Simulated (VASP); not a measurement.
# Li (Im-3m) in VASP: notebook, part 3 of 3

VASP 6.6.1.

## (4) Single point, r2SCAN (20.38 Å³/atom)

This run uses another cell than the first one, of 20.38 Å³/atom.

POSCAR

```
Li
1.0
   -1.7207147367      1.7207147367      1.7207147367
    1.7207147367     -1.7207147367      1.7207147367
    1.7207147367      1.7207147367     -1.7207147367
Li
1
Direct
    0.0000000000      0.0000000000      0.0000000000
```

INCAR.step1

```
SYSTEM = Li
PREC = Accurate
ENCUT = 520
ISMEAR = 0
SIGMA = 0.1
LREAL = .FALSE.
LASPH = .TRUE.
NELM = 80
NBANDS = 8
GGA = PE
ALGO = Normal
EDIFF = 1E-4
LWAVE = .TRUE.
LCHARG = .FALSE.
```

INCAR.step2

```
SYSTEM = Li
PREC = Accurate
ENCUT = 520
EDIFF = 1E-6
ISMEAR = 0
SIGMA = 0.1
LREAL = .FALSE.
LASPH = .TRUE.
NELM = 80
ALGO = Normal
ISIF = 2
LWAVE = .FALSE.
LCHARG = .FALSE.
METAGGA = R2SCAN
LMIXTAU = .TRUE.
NBANDS = 8
ISTART = 1
```

KPOINTS

```
Automatic mesh
0
G
  16 16 16
  0 0 0
```

Potentials or basis: VASP PAW PBE potentials, release 64 (Li_sv).

Launch:

```sh
> cat potpaw_PBE.64/Li_sv/POTCAR > POTCAR
> cp INCAR.step1 INCAR
> mpirun -np 1 vasp_std > vasp.out
> cp INCAR.step2 INCAR
> mpirun -np 1 vasp_std > vasp.out
```

OUTCAR:

```text
SYSTEM = Li
   PREC = Accurate
   ENCUT = 520
   EDIFF = 1E-6
   ISMEAR = 0
   LREAL = .FALSE.
   LASPH = .TRUE.
   NELM = 80
   ISIF = 2
   METAGGA = R2SCAN
   ISTART = 1

 ion  position               nearest neighbor table
   1  0.000  0.000  0.000-

  LATTYP: Found a body centered cubic cell.
 ALAT       =     3.4414294734

  Lattice vectors:

 A1 = (  -1.7207147367,   1.7207147367,   1.7207147367)
 A2 = (   1.7207147367,  -1.7207147367,   1.7207147367)
 A3 = (   1.7207147367,   1.7207147367,  -1.7207147367)

Analysis of symmetry for initial positions (statically):
=====================================================================
 Subroutine PRICEL returns:
 Original cell was already a primitive cell.

 Routine SETGRP: Setting up the symmetry group for a
 body centered cubic supercell.

 Subroutine GETGRP returns: Found 48 space group operations
 (whereof 48 operations were pure point group operations)
 out of a pool of 48 trial point group operations.

The static configuration has the point symmetry O_h .

Analysis of symmetry for dynamics (positions and initial velocities):
=====================================================================
 Subroutine PRICEL returns:
 Original cell was already a primitive cell.

 Routine SETGRP: Setting up the symmetry group for a
 body centered cubic supercell.

 Subroutine GETGRP returns: Found 48 space group operations
 (whereof 48 operations were pure point group operations)
 out of a pool of 48 trial point group operations.

The dynamic configuration has the point symmetry O_h .

 Subroutine INISYM returns: Found 48 space group operations
 (whereof 48 operations are pure point group operations),
 and found     1 'primitive' translations

----------------------------------------------------------------------------------------

                                     Primitive cell

  volume of cell :      20.3792

  direct lattice vectors                    reciprocal lattice vectors
    -1.720714737  1.720714737  1.720714737     0.000000000  0.290576927  0.290576927
     1.720714737 -1.720714737  1.720714737     0.290576927  0.000000000  0.290576927
     1.720714737  1.720714737 -1.720714737     0.290576927  0.290576927  0.000000000

  length of vectors
     2.980365349  2.980365349  2.980365349     0.410937831  0.410937831  0.410937831

  position of ions in fractional coordinates (direct lattice)
     0.000000000  0.000000000  0.000000000

  ion indices of the primitive-cell ions
   primitive index   ion index
                 1           1

----------------------------------------------------------------------------------------

 KPOINTS: Automatic mesh

Automatic generation of k-mesh.
 Grid dimensions read from file:
 generate k-points for:   16   16   16

 Generating k-lattice:

  Cartesian coordinates                     Fractional coordinates (reciprocal lattice)
     0.000000000  0.018161058  0.018161058     0.062500000  0.000000000  0.000000000
     0.018161058  0.000000000  0.018161058     0.000000000  0.062500000  0.000000000
     0.018161058  0.018161058  0.000000000     0.000000000  0.000000000  0.062500000

  Length of vectors
     0.025683614  0.025683614  0.025683614

  Shift w.r.t. Gamma in fractional coordinates (k-lattice)
     0.000000000  0.000000000  0.000000000

 Subroutine IBZKPT returns following result:
 ===========================================

 Found    145 irreducible k-points:

 Following reciprocal coordinates:
            Coordinates               Weight
  0.000000  0.000000  0.000000      1.000000
  0.062500  0.000000  0.000000     12.000000
  0.125000  0.000000  0.000000     12.000000
  0.187500  0.000000  0.000000     12.000000
  0.250000  0.000000  0.000000     12.000000
  0.312500  0.000000  0.000000     12.000000
[... 16 lines left out ...]
  0.187500  0.187500  0.000000     24.000000
  0.250000  0.187500  0.000000     48.000000
 [... further k-points ...]
   k-points           NKPTS =    145   k-points in BZ     NKDIM =    145   number of bands    NBANDS=      8
   number of dos      NEDOS =    301   number of ions     NIONS =      1
   total plane-waves  NPLWV =  13824
   dimension x,y,z NGX =    24 NGY =   24 NGZ =   24
   dimension x,y,z NGXF=    48 NGYF=   48 NGZF=   48
   ions per type =               1
   NGX,Y,Z   is equivalent  to a cutoff of  13.39, 13.39, 13.39 a.u.
   NGXF,Y,Z  is equivalent  to a cutoff of  26.77, 26.77, 26.77 a.u.
 SYSTEM =  Li
   PREC   = accura    normal or accurate (medium, high low for compatibility)
   ISTART =      1    job   : 0-new  1-cont  2-samecut
   ICHARG =      0    charge: 1-file 2-atom 10-const
   ISPIN  =      1    spin polarized calculation?
   LNONCOLLINEAR =      F non collinear calculations
   LSORBIT =      F    spin-orbit coupling
   LASPH  =      T    aspherical Exc in radial PAW
   ENCUT  =  520.0 eV  38.22 Ry    6.18 a.u.   5.54  5.54  5.54*2*pi/ulx,y,z
   NELM   =     80;   NELMIN=  2; NELMDL=  0     # of ELM steps
   EDIFF  = 0.1E-05   stopping-criterion for ELM
   LREAL  =      F    real-space projection
   EDIFFG = 0.1E-04   stopping-criterion for IOM
   NSW    =      0    number of steps for IOM
   IBRION =     -1    ionic relax: 0-MD 1-quasi-New 2-CG
   NFREE  =      0    steps in history (QN), initial steepest desc. (CG)
   ISIF   =      2    stress and relaxation
   ISYM   =      2    0-nonsym 1-usesym 2-fastsym
   POTIM  = 0.5000    time-step for ionic-motion
   TEBEG  =    0.0;   TEEND  =   0.0 temperature during run
   PSTRESS=    0.0 pullay stress
   NELECT =       3.0000    total number of electrons
   NUPDOWN=      -1.0000    fix difference up-down
   EMIN   =  10.00;   EMAX   =-10.00  energy-range for DOS
   EFERMI =   0.00;   METHOD = LEGACY
   ISMEAR =     0;   SIGMA  =   0.10  broadening in eV -4-tet -1-fermi 0-gaus
   EFERMI_NEDOS =   21; number of points for ismear=-14 and -15
   IALGO  =     38    algorithm
   IMIX   =      4    mixing-type and parameters
     AMIX     =   0.40;   BMIX     =  1.00
     AMIX_MAG =   1.60;   BMIX_MAG =  1.00
  volume/ion in A,a.u.               =      20.38       137.53
  Fermi-wavevector in a.u.,A,eV,Ry     =   0.864410  1.633498 10.166333  0.747204
  Thomas-Fermi vector in A             =   1.982503
   LORBIT       =      0    0 simple, 1 ext, 2 COOP (PROOUT), +10 PAW based schemes
   METAGGA = R2SCAN    functional components
   LHFCALC =     F    Hartree Fock is set to
   AEXX    =    0.0000 exact exchange contribution
   IVDW    =     0    specifies the selected vdW correction
   LEPSILON=     F    determine dielectric tensor
   LRPA    =     F    only Hartree local field effects (RPA)
 non-spin polarized calculation
 Gauss-broadening in eV      SIGMA  =   0.10
  energy-cutoff  :      520.00
  volume of cell :       20.38
 maximum number of plane-waves:       564
 NGX is ok and might be reduce to    24
   NGX = 11   NGY = 11   NGZ = 11

 number of electron       2.9999999 magnetization

 Free energy of the ion-electron system (eV)
  ---------------------------------------------------
  ext. energy  EPLUGINS =         0.00000000
  ---------------------------------------------------
  free energy    TOTEN  =        -2.38127702 eV

  energy without entropy =       -2.37855477  energy(sigma->0) =       -2.37991590

 E-fermi :   0.6094     XC(G=0):  -7.4328

 val. band max:        0.5832733862   @ k =   0.2500   0.2500   0.0000
 cond. band min:       0.6222602475   @ k =   0.3125   0.1875   0.0000
 fundamental gap:      0.0389868613
 Fermi energy:         0.6093940700

 k-point     1 :       0.0000    0.0000    0.0000
  band No.  band energies     occupation
      1     -47.4468      2.00000
      2      -3.2539      2.00000
      3      16.8587      0.00000
      4      16.8597      0.00000
      5      16.8597      0.00000
      6      21.0952      0.00000
      7      21.0952      0.00000
      8      21.0954      0.00000
[... 243 lines left out ...]
 k-point    24 :       0.2500    0.1875    0.0000
  band No.  band energies     occupation
      1     -47.4289      2.00000
      2      -0.2840      2.00000
      3       7.0807      0.00000
      4       9.5063      0.00000
      5      12.8671      0.00000
      6      18.9265      0.00000
      7      19.9136      0.00000
      8      23.5297      0.00000

 [... further k-points ...]

------------------------ aborting loop because EDIFF is reached ----------------------------------------

  FORCE on cell =-STRESS in cart. coord.  units (eV):
  Direction    XX          YY          ZZ          XY          YZ          ZX
  --------------------------------------------------------------------------------------
  -------------------------------------------------------------------------------------
  Total        0.0094457      0.0094457      0.0094457     -0.0000000      0.0000000     -0.0000000
  in kB        0.7426058      0.7426058      0.7426058     -0.0000000      0.0000000     -0.0000000
  external PRESSURE =       0.7426058 kB  Pullay stress =       0.0000000 kB

 VOLUME and BASIS-vectors are now :
 -----------------------------------------------------------------------------
  energy-cutoff  :      520.00
  volume of cell :       20.38
      direct lattice vectors                 reciprocal lattice vectors
    -1.720714737  1.720714737  1.720714737     0.000000000  0.290576927  0.290576927
     1.720714737 -1.720714737  1.720714737     0.290576927  0.000000000  0.290576927
     1.720714737  1.720714737 -1.720714737     0.290576927  0.290576927  0.000000000

 POSITION                                       TOTAL-FORCE (eV/Angst)
 -----------------------------------------------------------------------------------
      0.00000      0.00000      0.00000         0.000000      0.000000      0.000000
 -----------------------------------------------------------------------------------
    total drift:                                0.000000      0.000000     -0.000000

  FREE ENERGIE OF THE ION-ELECTRON SYSTEM (eV)
  ---------------------------------------------------
  free  energy   TOTEN  =        -2.3812770243 eV

  energy  without entropy=       -2.3785547700  energy(sigma->0) =       -2.37991590
```

OUTCAR.step1:

```text
SYSTEM = Li
   PREC = Accurate
   ENCUT = 520
   ISMEAR = 0
   LREAL = .FALSE.
   LASPH = .TRUE.
   NELM = 80
[... 481 lines left out ...]
 -----------------------------------------------------------------------------------
      0.00000      0.00000      0.00000        -0.000000      0.000000      0.000000
 -----------------------------------------------------------------------------------
    total drift:                                0.000000      0.000000     -0.000000

  FREE ENERGIE OF THE ION-ELECTRON SYSTEM (eV)
  ---------------------------------------------------
  free  energy   TOTEN  =        -1.9060056453 eV

  energy  without entropy=       -1.9031211682  energy(sigma->0) =       -1.90456341
```

OSZICAR.step1:

```text
N       E                     dE             d eps       ncg     rms          rms(c)
DAV:   1    -0.943128043345E-01   -0.94313E-01   -0.70735E+02  2352   0.258E+02
DAV:   2    -0.188779728647E+01   -0.17935E+01   -0.17121E+01  3344   0.342E+01
DAV:   3    -0.190732762746E+01   -0.19530E-01   -0.19470E-01  2568   0.291E+00
DAV:   4    -0.190760694573E+01   -0.27932E-03   -0.27932E-03  3488   0.281E-01
DAV:   5    -0.190760796753E+01   -0.10218E-05   -0.10218E-05  2704   0.123E-02    0.213E-01
DAV:   6    -0.190651221940E+01    0.10957E-02   -0.29721E-04  3672   0.652E-02    0.121E-01
DAV:   7    -0.190600719235E+01    0.50503E-03   -0.69910E-04  3512   0.103E-01    0.280E-02
DAV:   8    -0.190600564526E+01    0.15471E-05   -0.58402E-06  1304   0.192E-02
   1 F= -.19060056E+01 E0= -.19045634E+01  d E =-.288448E-02
```

Run time: 54 s. Hardware: 1 thread of Intel Xeon Platinum 8488C (Sapphire Rapids), shared host; peak memory 0.14 GiB.

Results:

| Property | Result |
| --- | --- |
| Free energy | -2.3813 eV |
| Band gap on the k mesh | zero (an odd number of electrons rules out a gap without spin polarisation) |

Caveat: the cutoff is under 1.25 times the usual one of these potentials, so pressure, stress and relaxed cells hold a basis-set (Pulay) error; the PAW data sets were made with another functional, which shifts forces and pressure a little.

## (5) Single point, r2SCAN

This run uses another cell than the first one, of 21.01 Å³/atom.

POSCAR

```
Li
1.0
   -1.7382742631      1.7382742631      1.7382742631
    1.7382742631     -1.7382742631      1.7382742631
    1.7382742631      1.7382742631     -1.7382742631
Li
1
Direct
    0.0000000000      0.0000000000      0.0000000000
```

INCAR.step1

```
ALGO     = Normal         # electronic algorithm
EDIFF    = 1E-4           # SCF threshold, eV
ENCUT    = 520            # plane-wave cutoff, eV
GGA      = PE             # functional
ISMEAR   = 0              # smearing method
LASPH    = T              # aspherical terms in the spheres
LCHARG   = F              # write CHGCAR
LREAL    = F              # projectors in reciprocal space
LWAVE    = T              # write WAVECAR
NBANDS   = 8              # bands
NELM     = 60             # most SCF steps
PREC     = Accurate       # precision mode
SIGMA    = 0.1            # smearing width, eV
```

INCAR.step2

```
ALGO     = Normal         # electronic algorithm
EDIFF    = 1E-7           # SCF threshold, eV
ENCUT    = 520            # plane-wave cutoff, eV
ISIF     = 2              # what is computed and relaxed
ISMEAR   = 0              # smearing method
ISTART   = 1            
LASPH    = T              # aspherical terms in the spheres
LCHARG   = F              # write CHGCAR
LMIXTAU  = T            
LREAL    = F              # projectors in reciprocal space
LWAVE    = F              # write WAVECAR
METAGGA  = R2SCAN         # meta-GGA
NBANDS   = 8              # bands
NELM     = 60             # most SCF steps
PREC     = Accurate       # precision mode
SIGMA    = 0.1            # smearing width, eV
```

KPOINTS

```
k-points
0
Gamma
  16 16 16
```

Launch:

```sh
> cat potpaw_PBE.64/Li_sv/POTCAR > POTCAR
> cp INCAR.step1 INCAR
> mpirun -np 1 vasp_std > vasp.out
> cp INCAR.step2 INCAR
> mpirun -np 1 vasp_std > vasp.out
```

Wall time 88 s (1 thread of Intel Xeon Platinum 8488C (Sapphire Rapids), shared host); peak memory 0.14 GiB.

Results (log left out):

| Item | Value |
| --- | --- |
| Free energy | -2.3828 eV |
| Band gap on the k mesh | zero (an odd number of electrons rules out a gap without spin polarisation) |

Levels at points of the mesh, in eV from the Fermi level:
```
           k point  band 1  band 2  band 3  band 4  band 5
(0.00, 0.00, 0.00)  -48.15   -3.81   15.93   15.93   15.93
(0.50, 0.00, 0.00)  -48.13    0.29    3.40   11.22   12.73
(0.50, 0.50, 0.50)  -48.12    5.95    5.95    5.95    8.05
```

Caveat: the cutoff is under 1.25 times the usual one of these potentials, so pressure, stress and relaxed cells hold a basis-set (Pulay) error; the PAW data sets were made with another functional, which shifts forces and pressure a little.

## (6) Overview

```csv
cell,k mesh,gap on the mesh (eV)
"a = 3.039 Å, angles 109.5°, 1 atom",8 × 8 × 8,none
"a = 2.949 Å, angles 109.5°, 1 atom",16 × 16 × 16,none
"a = 2.980 Å, angles 109.5°, 1 atom",16 × 16 × 16,none
"a = 3.011 Å, angles 109.5°, 1 atom",16 × 16 × 16,none
```

Alike in all rows: task single point; level r2SCAN; potentials or basis VASP PAW PBE potentials, release 64 (Li_sv); no spin polarisation; cutoff (eV) 520; smearing gaussian 0.1 eV.

Caveats: the cutoff is under 1.25 times the usual one of these potentials, so pressure, stress and relaxed cells hold a basis-set (Pulay) error; the PAW data sets were made with another functional, which shifts forces and pressure a little.

Total energies depend on the potentials used, so only differences within one code and one set of settings carry meaning.
